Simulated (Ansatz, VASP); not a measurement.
## Two plane-wave programs on WC

```
W C
1.0
     2.90050    0.00000    0.00000
    -1.45025    2.51191    0.00000
     0.00000    0.00000    2.82900
W C
1 1
Direct
  0.00000 0.00000 0.00000
  0.66667 0.33333 0.50000
```

Alike in both runs: task single point; functional PBE; k mesh 6 × 6 × 6; occupations gaussian, width 0.1 eV; no spin polarisation.

```csv
,VASP,Ansatz
version,VASP 6.6.1,Ansatz 0.2.0
potentials or method,"VASP PAW PBE potentials, release 64 (W_sv, C_h), cutoff 1300 eV","scalar-relativistic, plane waves, PAW"
valence electrons in the cell,18,18
```

Ansatz gave:

| Item | Value |
| --- | --- |
| gap on the k mesh at the Fermi level (eV) | none |
| pressure (GPa) | 8.5 |
| traceless stress, the component that is largest in VASP (GPa) | -1.05 |

What did VASP give for the same quantities?

gap on the k mesh at the Fermi level (eV): none; pressure (GPa): 9.6; traceless stress, the component that is largest in VASP (GPa): -0.86.

A gap of «none» marks a metal or a gap that the smearing closes.

The k mesh is coarse, so the values compare programs but aren't converged. Neither program's run includes spin-orbit coupling.
